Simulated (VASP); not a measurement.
# I (Fd-3m) in VASP: further runs

The runs below take I through single point, with r2SCAN.

Everything below comes from runs of VASP 6.6.1. Logs are shortened: lines on timing, memory, paths and dates and some standing lists are left out, and cuts for length are marked.

## Step 1: The cell of the first run

It takes space group Fd-3m (No. 227, cubic). Conventional cell: a = 7.823 Å, b = 7.823 Å, c = 7.823 Å, α = 90.00°, β = 90.00°, γ = 90.00°. I (site symmetry -43m) has 4 I at 3.39 Å within 4.5 Å.

## Step 2: Single point, r2SCAN

POSCAR

```
I
1.0
    0.0000000000      3.9113790758      3.9113790758
    3.9113790758      0.0000000000      3.9113790758
    3.9113790758      3.9113790758      0.0000000000
I
2
Direct
    0.5000000000      0.5000000000      0.5000000000
    0.7500000000      0.7500000000      0.7500000000
```

INCAR.step1

```
SYSTEM = I
ALGO = Normal
EDIFF = 1E-4
ENCUT = 520
GGA = PE
ISMEAR = 0
LASPH = .TRUE.
LCHARG = .FALSE.
LREAL = .FALSE.
LWAVE = .TRUE.
NBANDS = 14
NELM = 100
PREC = Accurate
SIGMA = 0.1
```

INCAR.step2

```
SYSTEM = I
ALGO = Normal
EDIFF = 1E-7
ENCUT = 520
ISIF = 2
ISMEAR = 0
ISTART = 1
LASPH = .TRUE.
LCHARG = .FALSE.
LMIXTAU = .TRUE.
LREAL = .FALSE.
LWAVE = .FALSE.
METAGGA = R2SCAN
NBANDS = 14
NELM = 100
PREC = Accurate
SIGMA = 0.1
```

KPOINTS

```
k-points
0
G
  14 14 14
  0 0 0
```

Potentials or basis: VASP PAW PBE potentials, release 64 (I).

On the command line:

```
$ cat potpaw_PBE.64/I/POTCAR > POTCAR
$ cp INCAR.step1 INCAR
$ mpirun -np 1 vasp_std > vasp.out
$ cp INCAR.step2 INCAR
$ mpirun -np 1 vasp_std > vasp.out
```

OUTCAR:

```text
SYSTEM = I
   EDIFF = 1E-7
   ENCUT = 520
   ISIF = 2
   ISMEAR = 0
   ISTART = 1
   LASPH = .TRUE.
   LREAL = .FALSE.
   METAGGA = R2SCAN
   NELM = 100
   PREC = Accurate

 ion  position               nearest neighbor table
   1  0.500  0.500  0.500-   2 3.39   2 3.39   2 3.39   2 3.39
   2  0.750  0.750  0.750-   1 3.39   1 3.39   1 3.39   1 3.39

  LATTYP: Found a face centered cubic cell.
 ALAT       =     7.8227581516

  Lattice vectors:

 A1 = (   0.0000000000,   3.9113790758,   3.9113790758)
 A2 = (   3.9113790758,   0.0000000000,   3.9113790758)
 A3 = (   3.9113790758,   3.9113790758,   0.0000000000)

Analysis of symmetry for initial positions (statically):
=====================================================================
 Subroutine PRICEL returns:
 Original cell was already a primitive cell.

 Routine SETGRP: Setting up the symmetry group for a
 face centered cubic supercell.

 Subroutine GETGRP returns: Found 48 space group operations
 (whereof 24 operations were pure point group operations)
 out of a pool of 48 trial point group operations.

The static configuration has the point symmetry T_d .
 The point group associated with its full space group is O_h .

Analysis of symmetry for dynamics (positions and initial velocities):
=====================================================================
 Subroutine PRICEL returns:
 Original cell was already a primitive cell.

 Routine SETGRP: Setting up the symmetry group for a
 face centered cubic supercell.

 Subroutine GETGRP returns: Found 48 space group operations
 (whereof 24 operations were pure point group operations)
 out of a pool of 48 trial point group operations.

The dynamic configuration has the point symmetry T_d .
 The point group associated with its full space group is O_h .

 Subroutine INISYM returns: Found 48 space group operations
 (whereof 24 operations are pure point group operations),
 and found     1 'primitive' translations

----------------------------------------------------------------------------------------

                                     Primitive cell

  volume of cell :     119.6795

  direct lattice vectors                    reciprocal lattice vectors
     0.000000000  3.911379076  3.911379076    -0.127832151  0.127832151  0.127832151
     3.911379076  0.000000000  3.911379076     0.127832151 -0.127832151  0.127832151
     3.911379076  3.911379076  0.000000000     0.127832151  0.127832151 -0.127832151

  length of vectors
     5.531525337  5.531525337  5.531525337     0.221411780  0.221411780  0.221411780

  position of ions in fractional coordinates (direct lattice)
     0.500000000  0.500000000  0.500000000
     0.750000000  0.750000000  0.750000000

  ion indices of the primitive-cell ions
   primitive index   ion index
                 1           1
                 2           2

----------------------------------------------------------------------------------------

 KPOINTS: k-points

Automatic generation of k-mesh.
 Grid dimensions read from file:
 generate k-points for:   14   14   14

 Generating k-lattice:

  Cartesian coordinates                     Fractional coordinates (reciprocal lattice)
    -0.009130868  0.009130868  0.009130868     0.071428571  0.000000000  0.000000000
     0.009130868 -0.009130868  0.009130868     0.000000000  0.071428571  0.000000000
     0.009130868  0.009130868 -0.009130868     0.000000000  0.000000000  0.071428571

  Length of vectors
     0.015815127  0.015815127  0.015815127

  Shift w.r.t. Gamma in fractional coordinates (k-lattice)
     0.000000000  0.000000000  0.000000000

 Subroutine IBZKPT returns following result:
 ===========================================

 Found    104 irreducible k-points:

 Following reciprocal coordinates:
            Coordinates               Weight
  0.000000  0.000000  0.000000      1.000000
  0.071429  0.000000  0.000000      8.000000
  0.142857  0.000000  0.000000      8.000000
  0.214286  0.000000  0.000000      8.000000
  0.285714  0.000000  0.000000      8.000000
  0.357143  0.000000  0.000000      8.000000
[... 16 lines left out ...]
  0.214286  0.142857  0.000000     24.000000
  0.285714  0.142857  0.000000     24.000000
 [... further k-points ...]
   k-points           NKPTS =    104   k-points in BZ     NKDIM =    104   number of bands    NBANDS=     14
   number of dos      NEDOS =    301   number of ions     NIONS =      2
   total plane-waves  NPLWV =  74088
   dimension x,y,z NGX =    42 NGY =   42 NGZ =   42
   dimension x,y,z NGXF=    84 NGYF=   84 NGZF=   84
   ions per type =               2
   NGX,Y,Z   is equivalent  to a cutoff of  12.62, 12.62, 12.62 a.u.
   NGXF,Y,Z  is equivalent  to a cutoff of  25.25, 25.25, 25.25 a.u.
 SYSTEM =  I
   PREC   = accura    normal or accurate (medium, high low for compatibility)
   ISTART =      1    job   : 0-new  1-cont  2-samecut
   ICHARG =      0    charge: 1-file 2-atom 10-const
   ISPIN  =      1    spin polarized calculation?
   LNONCOLLINEAR =      F non collinear calculations
   LSORBIT =      F    spin-orbit coupling
   LASPH  =      T    aspherical Exc in radial PAW
   ENCUT  =  520.0 eV  38.22 Ry    6.18 a.u.  10.28 10.28 10.28*2*pi/ulx,y,z
   NELM   =    100;   NELMIN=  2; NELMDL=  0     # of ELM steps
   EDIFF  = 0.1E-06   stopping-criterion for ELM
   LREAL  =      F    real-space projection
   EDIFFG = 0.1E-05   stopping-criterion for IOM
   NSW    =      0    number of steps for IOM
   IBRION =     -1    ionic relax: 0-MD 1-quasi-New 2-CG
   NFREE  =      0    steps in history (QN), initial steepest desc. (CG)
   ISIF   =      2    stress and relaxation
   ISYM   =      2    0-nonsym 1-usesym 2-fastsym
   POTIM  = 0.5000    time-step for ionic-motion
   TEBEG  =    0.0;   TEEND  =   0.0 temperature during run
   PSTRESS=    0.0 pullay stress
   NELECT =      14.0000    total number of electrons
   NUPDOWN=      -1.0000    fix difference up-down
   EMIN   =  10.00;   EMAX   =-10.00  energy-range for DOS
   EFERMI =   0.00;   METHOD = LEGACY
   ISMEAR =     0;   SIGMA  =   0.10  broadening in eV -4-tet -1-fermi 0-gaus
   EFERMI_NEDOS =   21; number of points for ismear=-14 and -15
   IALGO  =     38    algorithm
   IMIX   =      4    mixing-type and parameters
     AMIX     =   0.40;   BMIX     =  1.00
     AMIX_MAG =   1.60;   BMIX_MAG =  1.00
  volume/ion in A,a.u.               =      59.84       403.82
  Fermi-wavevector in a.u.,A,eV,Ry     =   0.800653  1.513015  8.721947  0.641045
  Thomas-Fermi vector in A             =   1.907990
   LORBIT       =      0    0 simple, 1 ext, 2 COOP (PROOUT), +10 PAW based schemes
   METAGGA = R2SCAN    functional components
   LHFCALC =     F    Hartree Fock is set to
   AEXX    =    0.0000 exact exchange contribution
   IVDW    =     0    specifies the selected vdW correction
   LEPSILON=     F    determine dielectric tensor
   LRPA    =     F    only Hartree local field effects (RPA)
 non-spin polarized calculation
 Gauss-broadening in eV      SIGMA  =   0.10
  energy-cutoff  :      520.00
  volume of cell :      119.68
 maximum number of plane-waves:      3250
 NGX is ok and might be reduce to    42
   NGX = 21   NGY = 21   NGZ = 21

 number of electron      13.9999998 magnetization

 Free energy of the ion-electron system (eV)
  ---------------------------------------------------
  ext. energy  EPLUGINS =         0.00000000
  ---------------------------------------------------
  free energy    TOTEN  =       -47.74720836 eV

  energy without entropy =      -47.72269511  energy(sigma->0) =      -47.73495173

 E-fermi :   0.1373     XC(G=0):  -6.7977

 val. band max:        0.1299517476   @ k =   0.4286   0.2143   0.0714
 cond. band min:       0.1402472308   @ k =   0.4286   0.2857   0.1429
 fundamental gap:      0.0102954832
 Fermi energy:         0.1373414816

 k-point     1 :       0.0000    0.0000    0.0000
  band No.  band energies     occupation
      1     -13.2402      2.00000
      2     -11.2103      2.00000
      3      -2.5439      2.00000
      4      -2.5439      2.00000
      5      -2.5439      2.00000
      6      -0.7480      2.00000
      7      -0.7480      2.00000
      8      -0.7480      2.00000
      9       4.9186      0.00000
     10       7.5890      0.00000
     11       7.5890      0.00000
     12       8.8406      0.00000
     13       8.8406      0.00000
     14       8.8406      0.00000

 k-point     2 :       0.0714    0.0000    0.0000
  band No.  band energies     occupation
      1     -13.2246      2.00000
      2     -11.2348      2.00000
      3      -2.5665      2.00000
      4      -2.5665      2.00000
      5      -2.5575      2.00000
      6      -0.7223      2.00000
      7      -0.7156      2.00000
      8      -0.7156      2.00000
      9       5.0064      0.00000
     10       7.4973      0.00000
     11       7.4973      0.00000
     12       8.7542      0.00000
     13       9.0316      0.00000
     14       9.0316      0.00000

 k-point     3 :       0.1429    0.0000    0.0000
  band No.  band energies     occupation
      1     -13.1789      2.00000
      2     -11.3053      2.00000
      3      -2.6259      2.00000
      4      -2.6259      2.00000
      5      -2.5983      2.00000
      6      -0.6424      2.00000
      7      -0.6289      2.00000
      8      -0.6289      2.00000
      9       5.2492      0.00000
     10       7.3377      0.00000
     11       7.3377      0.00000
     12       8.5754      0.00000
     13       9.4776      0.00000
     14       9.4776      0.00000
[... 324 lines left out ...]
 k-point    23 :       0.2143    0.1429    0.0000
  band No.  band energies     occupation
      1     -13.1023      2.00000
      2     -11.4191      2.00000
      3      -2.8244      2.00000
      4      -2.8140      2.00000
      5      -2.3673      2.00000
      6      -0.9067      2.00000
      7      -0.3465      2.00000
      8      -0.3366      2.00000
      9       5.6349      0.00000
     10       6.6157      0.00000
     11       7.8024      0.00000
     12       9.0866      0.00000
     13       9.4368      0.00000
     14       9.8807      0.00000

 k-point    24 :       0.2857    0.1429    0.0000
  band No.  band energies     occupation
      1     -13.0229      2.00000
      2     -11.5320      2.00000
      3      -2.9372      2.00000
      4      -2.8893      2.00000
      5      -2.3517      2.00000
      6      -0.8622      2.00000
      7      -0.2231      2.00000
      8      -0.1759      1.99999
      9       5.9532      0.00000
     10       6.5152      0.00000
     11       7.7912      0.00000
     12       8.9283      0.00000
     13       9.3464      0.00000
     14       9.7002      0.00000

 [... further k-points ...]
[... 5 lines left out ...]
  --------------------------------------------------------------------------------------
  -------------------------------------------------------------------------------------
  Total       -0.0068661     -0.0068661     -0.0068661      0.0000000      0.0000000      0.0000000
  in kB       -0.0919177     -0.0919177     -0.0919177      0.0000000      0.0000000      0.0000000
  external PRESSURE =      -0.0919177 kB  Pullay stress =       0.0000000 kB

 VOLUME and BASIS-vectors are now :
 -----------------------------------------------------------------------------
  energy-cutoff  :      520.00
  volume of cell :      119.68
      direct lattice vectors                 reciprocal lattice vectors
     0.000000000  3.911379076  3.911379076    -0.127832151  0.127832151  0.127832151
     3.911379076  0.000000000  3.911379076     0.127832151 -0.127832151  0.127832151
     3.911379076  3.911379076  0.000000000     0.127832151  0.127832151 -0.127832151

 POSITION                                       TOTAL-FORCE (eV/Angst)
 -----------------------------------------------------------------------------------
      3.91138      3.91138      3.91138         0.000000      0.000000      0.000000
      5.86707      5.86707      5.86707        -0.000000     -0.000000     -0.000000
 -----------------------------------------------------------------------------------
    total drift:                               -0.000000     -0.000000     -0.000000

  FREE ENERGIE OF THE ION-ELECTRON SYSTEM (eV)
  ---------------------------------------------------
  free  energy   TOTEN  =       -47.7472083621 eV

  energy  without entropy=      -47.7226951073  energy(sigma->0) =      -47.73495173
```

Run time: 6 min. Hardware: 1 thread of Intel Xeon 6975P-C (Granite Rapids), shared host; peak memory 0.37 GiB.

Results:

```yaml
Free_energy: -47.7472 eV
Pressure: 0.0 GPa
Band_gap_on_the_k_mesh: zero (band 7 reaches 0.50 eV, above the bottom of band 8 at -0.75 eV)
```

Caveat: the PAW data sets were made with another functional, which shifts forces and pressure a little; spin-orbit coupling is left out, which moves the levels of the heavy elements.

[end of part 1 of 2]
